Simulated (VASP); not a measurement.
SrO, 4 atoms in the cell. It takes space group P6_3mc (No. 186, hexagonal). Conventional cell: a = 4.275 Å, b = 4.275 Å, c = 5.156 Å, α = 90.00°, β = 90.00°, γ = 120.00°. Within 3.3 Å of Sr (site symmetry 3m) lie 5 O at 2.47 to 2.58 Å. Within 3.3 Å of O (site symmetry 3m) lie 5 Sr at 2.47 to 2.58 Å. 

```yaml
Program: VASP 6.6.1
Task: relaxation of cell and atoms
Functional: PBEsol
Potentials_or_basis: VASP PAW PBE potentials, release 64 (Sr_sv, O)
Cutoff: 600 eV
k_mesh: 6 × 6 × 6
Occupations: gaussian, width 0.02 eV
Spin: no spin polarisation
Dipole_correction: no
Further_INCAR_settings: ALGO = Normal; EDIFF = 1e-07; IBRION = 2; EDIFFG = -0.005; NSW = 100; ISIF = 3
```

Potentials or basis: VASP PAW PBE potentials, release 64 (Sr_sv, O).

The run is started by

```sh
$ cat potpaw_PBE.64/Sr_sv/POTCAR potpaw_PBE.64/O/POTCAR > POTCAR
$ mpirun -np 1 vasp_std > vasp.out
```

Hardware: 1 thread of Intel(R) Xeon(R) Platinum 8488C (Sapphire Rapids) (shared host).

Question: Estimate the wall time of this run.

Answer: Run time: 2.8 min on 1 thread of Intel(R) Xeon(R) Platinum 8488C (Sapphire Rapids) (shared host), peak memory 0.26 GiB. Counts: scf iterations 68, k points 28, ion steps 7.
